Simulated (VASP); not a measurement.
Here is a VASP 6.6.1 calculation.

The input INCAR:

```
SYSTEM = Rh
ALGO     = Fast           ! electronic algorithm
EDIFF    = 1E-6           ! SCF threshold, eV
ENCUT    = 520            ! plane-wave cutoff, eV
GGA      = PE             ! functional
ISIF     = 2              ! what is computed and relaxed
ISMEAR   = 1              ! smearing method
LASPH    = .True.         ! aspherical terms in the spheres
LCHARG   = .True.         ! write CHGCAR
LELF     = .True.         ! ELF
LREAL    = .False.        ! projectors in reciprocal space
LVHAR    = .True.       
LWAVE    = .False.        ! write WAVECAR
NBANDS   = 14             ! bands
NELM     = 60             ! most SCF steps
PREC     = Accurate       ! precision mode
SIGMA    = 0.02           ! smearing width, eV
```

Contents of KPOINTS:

```
k-points
0
Gamma
  22 22 22
  0 0 0
```

The input POSCAR:

```
Rh
1.0
    0.0000000000      1.9015500000      1.9300732500
    1.9015500000      0.0000000000      1.9300732500
    1.9015500000      1.9015500000      0.0000000000
Rh
1
Direct
    0.0000000000      0.0000000000      0.0000000000
```

Potentials or basis: VASP PAW PBE potentials, release 64 (Rh_pv).

Command:

```console
$ cat potpaw_PBE.64/Rh_pv/POTCAR > POTCAR
$ mpirun -np 1 vasp_std > vasp.out
```

Task: What does it give for the pressure?

Result: 1.6 GPa.

Stress tensor (GPa, compression positive):
```
 2.69  0.00  0.00
 0.00  2.69  0.00
 0.00  0.00 -0.60
```

Caveat: the cell differs from its parent crystal (strain +0.0150 x Voigt [0, 0, 1, 0, 0, 0]).
